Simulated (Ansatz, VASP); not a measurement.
# Tl in VASP and in Ansatz

```
Tl
1.0
     3.11303    0.00000    0.00000
     0.00000    3.11303    0.00000
     0.00000    0.00000    3.11303
Tl
1
Direct
  0.00000 0.00000 0.00000
```

Alike in both runs: task single point; functional PBE; k mesh 16 × 16 × 16; occupations fermi-dirac, width 0.1 eV; no spin polarisation.

|  | VASP | Ansatz |
| --- | --- | --- |
| version | VASP 6.6.1 | Ansatz 0.2.0 |
| potentials or method | VASP PAW PBE potentials, release 64 (Tl_d), cutoff 520 eV | plane waves (420 eV) with PAW, scalar-relativistic |
| valence electrons in the cell | 13 | 13 |

|  | VASP | Ansatz | Ansatz less VASP |
| --- | --- | --- | --- |
| pressure (GPa) | 4.0 | 4.1 | +0.06 |

Spin-orbit coupling is off throughout.
